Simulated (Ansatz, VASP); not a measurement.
## Two plane-wave programs on HfSi2

```
Si Hf
1.0
     3.65907    0.00000    0.00000
     0.00000    3.68264    0.00000
     0.00000    0.00000   28.00994
Si Hf
8 4
Direct
  0.75000 0.50000 0.27471
  0.25000 0.50000 0.36993
  0.75000 0.00000 0.37030
  0.25000 0.00000 0.47140
  0.75000 0.00000 0.52860
  0.25000 0.00000 0.62970
  0.75000 0.50000 0.63007
  0.25000 0.50000 0.72529
  0.25000 0.00000 0.29536
  0.75000 0.50000 0.44573
  0.25000 0.50000 0.55427
  0.75000 0.00000 0.70464
```

Alike in both runs: functional PBE; k mesh 10 × 10 × 1; occupations gaussian, width 0.1 eV; no spin polarisation.

Ansatz relaxed the structure, and its values are those at the end. VASP's run is a single point on that final structure, the one shown.

|  | VASP | Ansatz |
| --- | --- | --- |
| version | VASP 6.6.1 | Ansatz 0.2.0 |
| potentials or method | VASP PAW PBE potentials, release 64 (Si, Hf_pv), cutoff 520 eV | scalar-relativistic, plane waves, PAW |
| valence electrons in the cell | 72 | 136 |

|  | VASP | Ansatz | Ansatz less VASP |
| --- | --- | --- | --- |
| gap on the k mesh at the Fermi level (eV) | none | none | - |
| rms of the force components (eV/Å) | 0.003 | 0.002 | -0.0010 |

A gap of «none» marks a metal or a gap that the smearing closes. VASP's potentials hold 72 valence electrons a cell and Ansatz's 136, so a difference there can come from the potentials and not from the codes. Ansatz's warnings: xc potential rough in thin density.

Neither program's run includes spin-orbit coupling.
